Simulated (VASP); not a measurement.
Cr, 1 atom in the cell. The structure is tetragonal, space group I4/mmm (No. 139). The conventional cell has a = 2.884 Å, b = 2.884 Å, c = 3.100 Å, α = 90.00°, β = 90.00°, γ = 90.00°. Cr (site symmetry 4/mmm) has 14 Cr at 2.56 to 3.10 Å within 3.4 Å.  This cell differs from its parent crystal: strain +0.0750 x Voigt [1, 0, 0, 0, 0, 0].

```yaml
Program: VASP 6.6.1
Task: single point
Functional: PBEsol
Potentials_or_basis: VASP PAW PBE potentials, release 64 (Cr_pv)
Cutoff: 520 eV
k_mesh: 24 × 24 × 24
Occupations: gaussian, width 0.15 eV
Spin: no spin polarisation
Dipole_correction: no
Further_INCAR_settings: ALGO = Fast; EDIFF = 1e-06; NBANDS = 12
```

Potentials or basis: VASP PAW PBE potentials, release 64 (Cr_pv).

The run is started by

```console
$ cat potpaw_PBE.64/Cr_pv/POTCAR > POTCAR
$ mpirun -np 1 vasp_std > vasp.out
```

Hardware: 1 thread of Intel(R) Xeon(R) 6975P-C (Granite Rapids), with other jobs on the host.

Problem. How long does it take, and how much memory?

Solution. It took 66 s on 1 thread of Intel(R) Xeon(R) 6975P-C (Granite Rapids), with other jobs on the host, peak memory 0.26 GiB. Counts: scf iterations 12, k points 1063.
